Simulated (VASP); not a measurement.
# H3C2 (R-3m) in VASP: further runs

The runs below take H3C2 through relaxation of cell and atoms, with PBE.

All numbers are computed with VASP 6.6.1; they aren't measurements. Logs are shortened: lines on timing, memory, paths and dates and some standing lists are left out, and cuts for length are marked.

## Step 1: The cell of the first run

The structure is trigonal, space group R-3m (No. 166). Conventional cell: a = 2.436 Å, b = 2.436 Å, c = 20.881 Å, α = 90.00°, β = 90.00°, γ = 120.00°. H (site symmetry -3m) has 6 C at 1.80 Å and 12 H at 2.12 to 2.44 Å within 2.5 Å. Within 2.0 Å of H (site symmetry 3m) lie 3 C at 1.48 Å. Within 2.0 Å of C (site symmetry 3m) lie 6 H at 1.48 to 1.80 Å.

## Step 2: Relaxation of cell and atoms, PBE

The input, INCAR:

```
SYSTEM = H3C2
  PREC = Accurate
  ENCUT = 600
  EDIFF = 1E-7
  ISMEAR = 0
  SIGMA = 0.1
  LREAL = .False.
  LASPH = .True.
  NELM = 100
  ALGO = Normal
  ISIF = 3
  LWAVE = .False.
  LCHARG = .False.
  GGA = PE
  IBRION = 2
  NSW = 90
  EDIFFG = -0.04
```

The input, KPOINTS:

```
regular mesh
0
Gamma
  12 12 12
  0 0 0
```

The input, POSCAR:

```
H3C2
1.0
    1.2181870594      0.7033206267      6.9604096229
   -1.2181870594      0.7033206267      6.9604096229
    0.0000000000     -1.4066412533      6.9604096229
H C
3 2
Direct
    0.0000000000      0.0000000000      0.0000000000
    0.2571120057      0.2571120057      0.2571120057
    0.7428879943      0.7428879943      0.7428879943
    0.3869096043      0.3869096043      0.3869096043
    0.6130903957      0.6130903957      0.6130903957
```

Potentials or basis: VASP PAW PBE potentials, release 64 (H, C).

Launch:

```bash
> cat potpaw_PBE.64/H/POTCAR potpaw_PBE.64/C/POTCAR > POTCAR
> mpirun -np 1 vasp_std > vasp.out
```

OUTCAR:

```text
SYSTEM = H3C2
   PREC = Accurate
   ENCUT = 600
   EDIFF = 1E-7
   ISMEAR = 0
   LREAL = .False.
   LASPH = .True.
   NELM = 100
   ISIF = 3
   GGA = PE
   IBRION = 2
   NSW = 90
   EDIFFG = -0.04

 ion  position               nearest neighbor table
   1  0.000  0.000  0.000-
   2  0.257  0.257  0.257-
   3  0.743  0.743  0.743-
   4  0.387  0.387  0.387-
   5  0.613  0.613  0.613-

  LATTYP: Found a trigonal (rhomboedric) cell.
 ALAT       =     7.1011225686
 COS(alpha) =     0.9411422113

  Lattice vectors:

 A1 = (   1.2181870594,   0.7033206267,   6.9604096229)
 A2 = (  -1.2181870594,   0.7033206267,   6.9604096229)
 A3 = (   0.0000000000,  -1.4066412533,   6.9604096229)

Analysis of symmetry for initial positions (statically):
=====================================================================
 Subroutine PRICEL returns:
 Original cell was already a primitive cell.

 Routine SETGRP: Setting up the symmetry group for a
 trigonal (rhombohedral) supercell.

 Subroutine GETGRP returns: Found 12 space group operations
 (whereof 12 operations were pure point group operations)
 out of a pool of 12 trial point group operations.

The static configuration has the point symmetry D_3d.

Analysis of symmetry for dynamics (positions and initial velocities):
=====================================================================
 Subroutine PRICEL returns:
 Original cell was already a primitive cell.

 Routine SETGRP: Setting up the symmetry group for a
 trigonal (rhombohedral) supercell.

 Subroutine GETGRP returns: Found 12 space group operations
 (whereof 12 operations were pure point group operations)
 out of a pool of 12 trial point group operations.

The dynamic configuration has the point symmetry D_3d.

 Subroutine INISYM returns: Found 12 space group operations
 (whereof 12 operations are pure point group operations),
 and found     1 'primitive' translations

----------------------------------------------------------------------------------------

                                     Primitive cell

  volume of cell :      35.7811

  direct lattice vectors                    reciprocal lattice vectors
     1.218187059  0.703320627  6.960409623     0.410445995  0.236971106  0.047889902
    -1.218187059  0.703320627  6.960409623    -0.410445995  0.236971106  0.047889902
     0.000000000 -1.406641253  6.960409623     0.000000000 -0.473942212  0.047889902

  length of vectors
     7.101122569  7.101122569  7.101122569     0.476355605  0.476355605  0.476355605

  position of ions in fractional coordinates (direct lattice)
     0.000000000  0.000000000  0.000000000
     0.257112006  0.257112006  0.257112006
     0.742887994  0.742887994  0.742887994
     0.386909604  0.386909604  0.386909604
     0.613090396  0.613090396  0.613090396

  ion indices of the primitive-cell ions
   primitive index   ion index
                 1           1
                 2           2
                 3           3
                 4           4
                 5           5

----------------------------------------------------------------------------------------

 KPOINTS: regular mesh

Automatic generation of k-mesh.
 Grid dimensions read from file:
 generate k-points for:   12   12   12

 Generating k-lattice:

  Cartesian coordinates                     Fractional coordinates (reciprocal lattice)
     0.034203833  0.019747592  0.003990825     0.083333333  0.000000000  0.000000000
    -0.034203833  0.019747592  0.003990825     0.000000000  0.083333333  0.000000000
     0.000000000 -0.039495184  0.003990825    -0.000000000 -0.000000000  0.083333333

  Length of vectors
     0.039696300  0.039696300  0.039696300

  Shift w.r.t. Gamma in fractional coordinates (k-lattice)
     0.000000000  0.000000000  0.000000000

 Subroutine IBZKPT returns following result:
 ===========================================

 Found    189 irreducible k-points:

 Following reciprocal coordinates:
            Coordinates               Weight
  0.000000  0.000000  0.000000      1.000000
  0.083333  0.000000  0.000000      6.000000
  0.166667  0.000000  0.000000      6.000000
  0.250000  0.000000  0.000000      6.000000
  0.333333  0.000000  0.000000      6.000000
  0.416667 -0.000000 -0.000000      6.000000
[... 16 lines left out ...]
  0.500000  0.166667  0.000000     12.000000
 -0.416667  0.166667  0.000000     12.000000
 [... further k-points ...]
   k-points           NKPTS =    189   k-points in BZ     NKDIM =    189   number of bands    NBANDS=      9
   number of dos      NEDOS =    301   number of ions     NIONS =      5
   total plane-waves  NPLWV = 216000
   dimension x,y,z NGX =    60 NGY =   60 NGZ =   60
   dimension x,y,z NGXF=   120 NGYF=  120 NGZF=  120
   ions per type =               3   2
   NGX,Y,Z   is equivalent  to a cutoff of  14.05, 14.05, 14.05 a.u.
   NGXF,Y,Z  is equivalent  to a cutoff of  28.09, 28.09, 28.09 a.u.
 SYSTEM =  H3C2
   PREC   = accura    normal or accurate (medium, high low for compatibility)
   ISTART =      0    job   : 0-new  1-cont  2-samecut
   ICHARG =      2    charge: 1-file 2-atom 10-const
   ISPIN  =      1    spin polarized calculation?
   LNONCOLLINEAR =      F non collinear calculations
   LSORBIT =      F    spin-orbit coupling
   LASPH  =      T    aspherical Exc in radial PAW
   ENCUT  =  600.0 eV  44.10 Ry    6.64 a.u.  14.18 14.18 14.18*2*pi/ulx,y,z
   NELM   =    100;   NELMIN=  2; NELMDL= -5     # of ELM steps
   EDIFF  = 0.1E-06   stopping-criterion for ELM
   LREAL  =      F    real-space projection
   EDIFFG = -.4E-01   stopping-criterion for IOM
   NSW    =     90    number of steps for IOM
   IBRION =      2    ionic relax: 0-MD 1-quasi-New 2-CG
   NFREE  =      1    steps in history (QN), initial steepest desc. (CG)
   ISIF   =      3    stress and relaxation
   ISYM   =      2    0-nonsym 1-usesym 2-fastsym
   POTIM  = 0.5000    time-step for ionic-motion
   TEBEG  =    0.0;   TEEND  =   0.0 temperature during run
   PSTRESS=    0.0 pullay stress
   NELECT =      11.0000    total number of electrons
   NUPDOWN=      -1.0000    fix difference up-down
   EMIN   =  10.00;   EMAX   =-10.00  energy-range for DOS
   EFERMI =   0.00;   METHOD = LEGACY
   ISMEAR =     0;   SIGMA  =   0.10  broadening in eV -4-tet -1-fermi 0-gaus
   EFERMI_NEDOS =   21; number of points for ismear=-14 and -15
   IALGO  =     38    algorithm
   IMIX   =      4    mixing-type and parameters
     AMIX     =   0.40;   BMIX     =  1.00
     AMIX_MAG =   1.60;   BMIX_MAG =  1.00
  volume/ion in A,a.u.               =       7.16        48.29
  Fermi-wavevector in a.u.,A,eV,Ry     =   1.104896  2.087950 16.609916  1.220794
  Thomas-Fermi vector in A             =   2.241375
   LORBIT       =      0    0 simple, 1 ext, 2 COOP (PROOUT), +10 PAW based schemes
   GGA     = PE    functional components
   LHFCALC =     F    Hartree Fock is set to
   AEXX    =    0.0000 exact exchange contribution
   IVDW    =     0    specifies the selected vdW correction
   LEPSILON=     F    determine dielectric tensor
   LRPA    =     F    only Hartree local field effects (RPA)
 conjugate gradient relaxation of ions
 non-spin polarized calculation
 Gauss-broadening in eV      SIGMA  =   0.10
  energy-cutoff  :      600.00
  volume of cell :       35.78
 maximum number of plane-waves:      1216
 NGX is ok and might be reduce to    60
   NGX = 29   NGY = 29   NGZ = 29

--------------------------------------- Ionic step        1  -------------------------------------------

 number of electron      11.0000000 magnetization

 Free energy of the ion-electron system (eV)
  ---------------------------------------------------
  ext. energy  EPLUGINS =         0.00000000
  ---------------------------------------------------
  free energy    TOTEN  =       -17.86403210 eV

  energy without entropy =      -17.86289391  energy(sigma->0) =      -17.86346301

------------------------ aborting loop because EDIFF is reached ----------------------------------------

  FORCE on cell =-STRESS in cart. coord.  units (eV):
  Direction    XX          YY          ZZ          XY          YZ          ZX
  --------------------------------------------------------------------------------------
  -------------------------------------------------------------------------------------
  Total       -0.3104929     -0.3104929     -0.3027087      0.0000000     -0.0000000      0.0000000
  in kB      -13.9030125    -13.9030125    -13.5544583      0.0000000     -0.0000000      0.0000000
  external PRESSURE =     -13.7868278 kB  Pullay stress =       0.0000000 kB
[... 63 lines left out ...]
  energy  without entropy=      -17.8654088257  energy(sigma->0) =      -17.86599454

--------------------------------------- Ionic step        3  -------------------------------------------

 number of electron      11.0000000 magnetization

 Free energy of the ion-electron system (eV)
  ---------------------------------------------------
  ext. energy  EPLUGINS =         0.00000000
  ---------------------------------------------------
  free energy    TOTEN  =       -17.86703568 eV

  energy without entropy =      -17.86582875  energy(sigma->0) =      -17.86643221

 E-fermi :   2.1930     XC(G=0):  -9.1287

 val. band max:        2.1754074174   @ k =   0.4167   0.4167   0.1667
 cond. band min:       2.2059888468   @ k =   0.5000   0.2500   0.2500
 fundamental gap:      0.0305814294
 Fermi energy:         2.1930477449

 k-point     1 :       0.0000    0.0000    0.0000
  band No.  band energies     occupation
      1     -14.9814      2.00000
      2     -12.6932      2.00000
      3      -5.9588      2.00000
      4       0.8963      2.00000
      5       5.9790      0.00000
      6       6.2450      0.00000
      7       6.2450      0.00000
      8       6.5711      0.00000
      9       6.5711      0.00000
[... 265 lines left out ...]
 k-point    24 :      -0.4167    0.1667    0.0000
  band No.  band energies     occupation
      1      -7.6555      2.00000
      2      -6.9452      2.00000
      3      -6.2467      2.00000
      4      -4.4213      2.00000
      5      -0.7730      2.00000
      6       1.1211      2.00000
      7       1.7445      2.00000
      8       2.6121      0.00000
      9       6.6369      0.00000

 [... further k-points ...]
[... 5 lines left out ...]
  --------------------------------------------------------------------------------------
  -------------------------------------------------------------------------------------
  Total        0.0703157      0.0703157     -0.0660736      0.0000000     -0.0000000      0.0000000
  in kB        3.1951241      3.1951241     -3.0023636      0.0000000     -0.0000000      0.0000000
  external PRESSURE =       1.1292949 kB  Pullay stress =       0.0000000 kB
[... 20 lines left out ...]
  FREE ENERGIE OF THE ION-ELECTRON SYSTEM (eV)
  ---------------------------------------------------
  free  energy   TOTEN  =       -17.8670356783 eV

  energy  without entropy=      -17.8658287462  energy(sigma->0) =      -17.86643221

 reached required accuracy - stopping structural energy minimisation
```

It took 7.5 min on 1 thread of Intel Xeon 6975P-C (Granite Rapids), shared host; peak memory 0.52 GiB.

Results:

* Free energy: -17.8670 eV
* Relaxed volume: 7.05 Å³/atom
* Relaxed cell: a = 7.067 Å, b = 7.067 Å, c = 7.067 Å, α = 19.75°, β = 19.75°, γ = 19.75°
* Space group after relaxing (to 0.1 Å): R-3m (No. 166)
* Energy gained by relaxing: 0.6 meV/atom
* Ionic steps: 3
* Pressure after relaxing: 0.1 GPa
* Largest force after relaxing: 0.023 eV/Å
* Band gap on the k mesh: zero (an odd number of electrons rules out a gap without spin polarisation)

Forces on the atoms (eV/Å):
```
H    0.000  0.000  0.000
H    0.000  0.000 -0.014
H    0.000  0.000  0.014
C    0.000  0.000 -0.023
C    0.000  0.000  0.023
```

Stress tensor (GPa, compression positive):
```
 0.32  0.00  0.00
 0.00  0.32  0.00
 0.00  0.00 -0.30
```

The path:
```tsv
step	energy change (eV)	largest force (eV/Å)	pressure (GPa)	volume (Å³)
1	0.0000	0.0967	-1.38	35.78
2	-0.0025	0.0523	-0.48	35.46
3	-0.0030	0.0233	0.11	35.26
```

Final structure:
```xyz
5
Lattice="1.2122 0.6999 6.9270 -1.2122 0.6999 6.9270 0.0000 -1.3997 6.9270" Properties=species:S:1:pos:R:3 pbc="T T T"
H     0.0000    0.0000    0.0000
H     0.0000    0.0000    5.3437
H     0.0000    0.0000   15.4372
C     0.0000    0.0000    8.0327
C     0.0000    0.0000   12.7483
```

Caveat: an odd number of electrons without spin polarisation forces a metal; a magnetic or distorted state may lie lower.

## Step 3: Relaxation of cell and atoms, PBE

This run uses another cell than the first one, of 6.47 Å³/atom.

The input, INCAR:

```
SYSTEM = H3C2
PREC = Accurate
ENCUT = 600
EDIFF = 1E-6
ISMEAR = 0
SIGMA = 0.1
LREAL = .False.
LASPH = .True.
NELM = 80
ALGO = Normal
ISIF = 3
LWAVE = .False.
LCHARG = .False.
GGA = PE
IBRION = 2
NSW = 100
EDIFFG = -0.01
```

The input, KPOINTS:

```
Automatic mesh
0
Gamma
  18 18 18
  0 0 0
```

The input, POSCAR:

```
H3C2
1.0
    1.2593842369      0.7271058282      5.8893765537
   -1.2593842369      0.7271058282      5.8893765537
    0.0000000000     -1.4542116564      5.8893765537
H C
3 2
Direct
    0.0000000000      0.0000000000      0.0000000000
    0.2565708530      0.2565708530      0.2565708530
    0.7434291470      0.7434291470      0.7434291470
    0.3757166985      0.3757166985      0.3757166985
    0.6242833015      0.6242833015      0.6242833015
```

Potentials or basis: VASP PAW PBE potentials, release 64 (H, C).

Launch:

```bash
> cat potpaw_PBE.64/H/POTCAR potpaw_PBE.64/C/POTCAR > POTCAR
> mpirun -np 1 vasp_std > vasp.out
```

It took 4.6 min on 1 thread of Intel Xeon 6975P-C (Granite Rapids), shared host; peak memory 0.45 GiB.

Results (log left out):

```
Free energy                  : -18.0500 eV
Pressure after relaxing      : -0.1 GPa
Largest force after relaxing : 0.006 eV/Å
Band gap on the k mesh       : zero (an odd number of electrons rules out a gap without spin polarisation)
```

Forces in eV/Å, atoms in the order of the input:
```
H    0.000  0.000  0.000
H    0.000  0.000 -0.004
H    0.000  0.000  0.004
C    0.000  0.000  0.006
C    0.000  0.000 -0.006
```

Final structure:
```
CELL_PARAMETERS angstrom
1.25938 0.72711 5.88938
-1.25938 0.72711 5.88938
0.00000 -1.45421 5.88938
ATOMIC_POSITIONS crystal
H 0.00000 0.00000 0.00000
H 0.25657 0.25657 0.25657
H 0.74343 0.74343 0.74343
C 0.37572 0.37572 0.37572
C 0.62428 0.62428 0.62428
```

Levels at points of the mesh, in eV from the Fermi level:
| k point | band 2 | band 3 | band 4 | band 5 | band 6 | band 7 | band 8 | band 9 |
| --- | --- | --- | --- | --- | --- | --- | --- | --- |
| (0.00, 0.00, 0.00) | -12.57 | -6.76 | 2.41 | 2.41 | 3.41 | 4.27 | 4.27 | 5.30 |
| (0.50, 0.00, 0.00) | -11.74 | -7.26 | -5.05 | -1.20 | -0.74 | 1.21 | 2.82 | 3.42 |
| (0.50, 0.50, 0.00) | -11.74 | -7.29 | -5.09 | -1.08 | -0.74 | 1.40 | 2.70 | 3.43 |
| (0.50, 0.50, 0.50) | -12.67 | -6.37 | 1.59 | 2.41 | 2.41 | 4.27 | 4.27 | 7.17 |

Caveat: the relaxation stopped at its first step, so nothing moved; an odd number of electrons without spin polarisation forces a metal; a magnetic or distorted state may lie lower.

The gap in the log of VASP goes by the Fermi energy; the results here count the filled bands.